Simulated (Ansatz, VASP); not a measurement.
One calculation of Re, two programs

```xyz
1
Lattice="0.0000 2.2093 1.4634 2.2093 0.0000 1.4634 2.2093 2.2093 0.0000" Properties=species:S:1:pos:R:3 pbc="T T T"
Re    0.0000    0.0000    0.0000
```

Alike in both runs: task single point; functional PBE; k mesh 10 × 10 × 10; occupations gaussian, width 0.15 eV; no spin polarisation.

|  | VASP | Ansatz |
| --- | --- | --- |
| version | VASP 6.6.1 | Ansatz 0.2.0 |
| potentials or method | VASP PAW PBE potentials, release 64 (Re), cutoff 520 eV | scalar-relativistic, plane waves, PAW |
| valence electrons in the cell | 7 | 15 |

```tsv
	VASP	Ansatz	Ansatz less VASP
gap on the k mesh at the Fermi level (eV)	none	none	-
pressure (GPa)	22.0	22.2	+0.18
traceless stress, the component that is largest in VASP (GPa)	1.03	1.34	+0.314
```

A gap of «none» marks a metal or a gap that the smearing closes. VASP's potentials hold 7 valence electrons a cell and Ansatz's 15, so a difference there can come from the potentials and not from the codes.

Neither program's run includes spin-orbit coupling.
